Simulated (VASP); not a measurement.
Set up this calculation in VASP 6.6.1, as the native input.

```yaml
Task: single point
Functional: BLYP
Potentials_or_basis: VASP PAW PBE potentials, release 64 (Ta_pv)
Cutoff: 520 eV
k_mesh: 14 × 14 × 14
Occupations: fermi-dirac, width 0.1 eV
Spin: no spin polarisation
Dipole_correction: no
Further_INCAR_settings: ALGO = Normal; EDIFF = 1e-07; NBANDS = 18
```

The structure of Ta lies in POSCAR:

```
Ta
1.0
    0.0000000000      3.1026957852      3.1026957852
    3.1026957852      0.0000000000      3.1026957852
    3.1026957852      3.1026957852      0.0000000000
Ta
2
Direct
    0.1250000000      0.1250000000      0.1250000000
    0.8750000000      0.8750000000      0.8750000000
```

The input as run:

INCAR

```
SYSTEM = Ta
AGGAC = 1.0 ; AGGAX = 1.0
ALDAC = 0.0 ; ALDAX = 1.0
ALGO = Normal ; EDIFF = 1E-7
ENCUT = 520 ; GGA = B5
ISIF = 2 ; ISMEAR = -1
LASPH = .True. ; LCHARG = .False.
LREAL = .False. ; LWAVE = .False.
NBANDS = 18 ; NELM = 60
PREC = Accurate ; SIGMA = 0.1
```

KPOINTS

```
k-points
0
Gamma
  14 14 14
  0 0 0
```

Potentials or basis: VASP PAW PBE potentials, release 64 (Ta_pv).

Run with:

```sh
$ cat potpaw_PBE.64/Ta_pv/POTCAR > POTCAR
$ mpirun -np 1 vasp_std > vasp.out
```

It gave:

The pressure is 0.3 GPa and the band gap on the k mesh is zero (band 11 reaches 2.79 eV, above the bottom of band 12 at 1.92 eV).

Caveat: the PAW data sets were made with another functional, which shifts forces and pressure a little; spin-orbit coupling is left out, which moves the levels of the heavy elements.

It took 72 s on 1 thread of Intel(R) Xeon(R) 6975P-C (Granite Rapids) (shared host), peak memory 0.25 GiB.
